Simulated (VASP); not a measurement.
A run of VASP 6.6.1 is set up as follows.

INCAR

```
PREC     = Accurate       # precision mode
ENCUT    = 600            # plane-wave cutoff, eV
EDIFF    = 1E-6           # SCF threshold, eV
ISMEAR   = 0              # smearing method
SIGMA    = 0.1            # smearing width, eV
LREAL    = F              # projectors in reciprocal space
LASPH    = T              # aspherical terms in the spheres
NELM     = 100            # most SCF steps
ALGO     = Normal         # electronic algorithm
ISIF     = 3              # what is computed and relaxed
LWAVE    = F              # write WAVECAR
LCHARG   = F              # write CHGCAR
GGA      = PE             # functional
IBRION   = 2              # ionic algorithm
NSW      = 90             # ionic steps
EDIFFG   = -0.04          # ionic threshold
```

KPOINTS

```
Automatic mesh
0
Gamma
  4 4 4
```

POSCAR

```
Ta2GeO
1.0
    2.6507265900     -2.6783152400      0.0000000000
    2.6507265900      2.6783152400      0.0000000000
    0.0000000000      0.0000000000      4.9061378300
Ta Ge O
2 1 1
Direct
    0.5000000000      0.5000000000      0.0000000000
    0.0000000000      0.0000000000      0.5000000000
    0.0000000000      0.0000000000      0.0000000000
    0.5000000000      0.5000000000      0.5000000000
```

Potentials or basis: VASP PAW PBE potentials, release 64 (Ta_pv, Ge_d, O).

Command:

```sh
$ cat potpaw_PBE.64/Ta_pv/POTCAR potpaw_PBE.64/Ge_d/POTCAR potpaw_PBE.64/O/POTCAR > POTCAR
$ mpirun -np 1 vasp_std > vasp.out
```

Q: What does it give for the relaxed cell?

A: a = 3.521 Å, b = 3.521 Å, c = 4.946 Å, α = 90.00°, β = 90.00°, γ = 90.08°.

Q: Estimate the space group after relaxing (to 0.05 Å).

A: P4/mmm (No. 123).

Q: What does it give for the band gap on the k mesh?

A: Zero (band 21 reaches 7.87 eV, above the bottom of band 22 at 5.98 eV).

Stress tensor (GPa, compression positive):
```
 0.09  0.00  0.00
 0.00 -0.27  0.00
 0.00  0.00  0.00
```

Caveat: the k points lie up to 0.45 Å⁻¹ apart in the final cell; spin-orbit coupling is left out, which moves the levels of the heavy elements.
